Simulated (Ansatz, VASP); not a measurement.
Two plane-wave programs on Fe

```
CELL_PARAMETERS angstrom
0.00000 1.76650 1.76650
1.76650 0.00000 1.76650
1.76650 1.76650 0.00000
ATOMIC_POSITIONS crystal
Fe 0.00000 0.00000 0.00000
```

Alike in both runs: task single point; functional PBE; k mesh 12 × 12 × 12; occupations gaussian, width 0.1 eV; collinear spin.

```csv
,VASP,Ansatz
version,VASP 6.6.1,Ansatz 0.2.0
potentials or method,"VASP PAW PBE potentials, release 64 (Fe), cutoff 520 eV","PAW, plane waves, scalar-relativistic"
valence electrons in the cell,8,16
```

VASP gave:

* pressure (GPa): -6.5
* net moment per atom (μB): 1.35
* size of the moment on the site where the two differ most (μB): 1.34

Question: Estimate Ansatz's values.

Answer: Pressure (GPa): -6.5; net moment per atom (μB): 1.32; size of the moment on the site where the two differ most (μB): 1.34.

Site moments also hang on the region over which each program counts them. VASP's potentials hold 8 valence electrons a cell and Ansatz's 16, so a difference there can come from the potentials and not from the codes.
